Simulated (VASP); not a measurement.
Input of a VASP 6.6.1 run:

POSCAR

```
AlN
1.0
    3.1066653386      0.0000000000      0.0000000000
   -1.5533326693      2.6904511043      0.0000000000
    0.0000000000      0.0000000000      4.9784048354
Al N
2 2
Direct
    0.3333333333      0.6666666667      0.0016929024
    0.6666666667      0.3333333333      0.5016929024
    0.3919610581      0.7095851399      0.4065012848
    0.6666666667      0.3333333333      0.8833070976
```

INCAR.step1

```
SYSTEM = AlN
ALGO = Normal
EDIFF = 1E-4
ENCUT = 520
GGA = PE
ISMEAR = 0
LASPH = .True.
LCHARG = .False.
LREAL = .False.
LWAVE = .True.
NBANDS = 16
NELM = 100
PREC = Accurate
SIGMA = 0.05
```

File INCAR.step2:

```
SYSTEM = AlN
ALGO = Normal
EDIFF = 1E-7
ENCUT = 520
ISIF = 2
ISMEAR = 0
ISTART = 1
LASPH = .True.
LCHARG = .False.
LMIXTAU = .True.
LREAL = .False.
LWAVE = .False.
METAGGA = R2SCAN
NBANDS = 16
NELM = 100
PREC = Accurate
SIGMA = 0.05
```

File KPOINTS:

```
k-points
0
Gamma
  12 12 6
  0 0 0
```

Potentials or basis: VASP PAW PBE potentials, release 64 (Al, N).

Run with:

```console
$ cat potpaw_PBE.64/Al/POTCAR potpaw_PBE.64/N/POTCAR > POTCAR
$ cp INCAR.step1 INCAR
$ mpirun -np 1 vasp_std > vasp.out
$ cp INCAR.step2 INCAR
$ mpirun -np 1 vasp_std > vasp.out
```

Task: Predict the band gap on the k mesh.

Result: 4.61 eV.

Task: What does it give for the largest force?

Result: 3.734 eV/Å.

Task: Estimate the pressure.

Result: 2.3 GPa.

Forces in eV/Å, atoms in the order of the input:
```
Al   0.227  0.227  0.388
Al   1.232  2.128  1.095
N   -1.534 -2.457 -2.357
N    0.074  0.101  0.874
```

Caveat: the cell differs from its parent crystal (atom 3 (N) moved +0.200 Å along Cartesian [1 1 1]); the stress differs along the axes, from -3 to 12 GPa; the PAW data sets were made with another functional, which shifts forces and pressure a little. A k mesh can miss the band edges.
